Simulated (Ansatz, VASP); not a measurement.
This is a calculation of MgS for Ansatz 0.2.0.

input.yaml

```yaml
crystal:
  lattice:
    - [0.0, 2.8331200468, 2.8331200468]
    - [2.8331200468, 0.0, 2.8331200468]
    - [2.8331200468, 2.8331200468, 0.0]
  atoms:
    - { symbol: S, position: [0.25, 0.25, 0.25] }
    - { symbol: Mg, position: [0.0, 0.0, 0.0] }
kpoints:
  mp_grid: { grid: [8, 8, 8] }
scf:
  occupations: { method: gaussian, width: 0.05 }
hamiltonian:
  xc: lda
  pseudopotentials: { kind: all_electron, lapw: { basis_error: 0.001 } }
output:
  forces: true
  stress: true
  eigenvalues: true
```

Potentials or basis: all-electron LAPW, scalar-relativistic.

Command:

```console
$ ansatz run input.yaml --threads 1 --pin off --max-ram 3072MiB --backend cpu --events-out ev --progress --plain --runs-dir out
```

Question: Set up the same calculation for VASP 6.6.1. Potentials there: VASP PAW LDA potentials, release 64 (S, Mg).

Answer: As run (the cutoff follows the program's own potentials):

File INCAR:

```
  ALGO = Normal
  EDIFF = 1E-6
  ENCUT = 520
  ISIF = 2
  ISMEAR = 0
  LASPH = T
  LCHARG = T
  LELF = T
  LREAL = F
  LVHAR = T
  LWAVE = F
  NBANDS = 11
  NELM = 80
  PREC = Accurate
  SIGMA = 0.05
```

KPOINTS

```
k-points
0
Gamma
  8 8 8
```

File POSCAR:

```
MgS
1.0
    0.0000000000      2.8331200468      2.8331200468
    2.8331200468      0.0000000000      2.8331200468
    2.8331200468      2.8331200468      0.0000000000
S Mg
1 1
Direct
    0.2500000000      0.2500000000      0.2500000000
    0.0000000000      0.0000000000      0.0000000000
```

Potentials or basis: VASP PAW LDA potentials, release 64 (S, Mg).

The run is started by

```sh
$ cat potpaw_LDA.64/S/POTCAR potpaw_LDA.64/Mg/POTCAR > POTCAR
$ mpirun -np 1 vasp_std > vasp.out
```

Both were run:

|  | VASP | Ansatz | Ansatz less VASP |
| --- | --- | --- | --- |
| gap on the k mesh at the Fermi level (eV) | 3.18 | 3.17 | -0.010 |
| least direct gap on the mesh (eV) | 3.18 | 3.17 | -0.010 |
| pressure (GPa) | -2.5 | -2.2 | +0.36 |

LDA's correlation is that of Perdew and Zunger in VASP and of Perdew and Wang (1992) in Ansatz. Ansatz ran all-electron here, and VASP with PAW potentials.
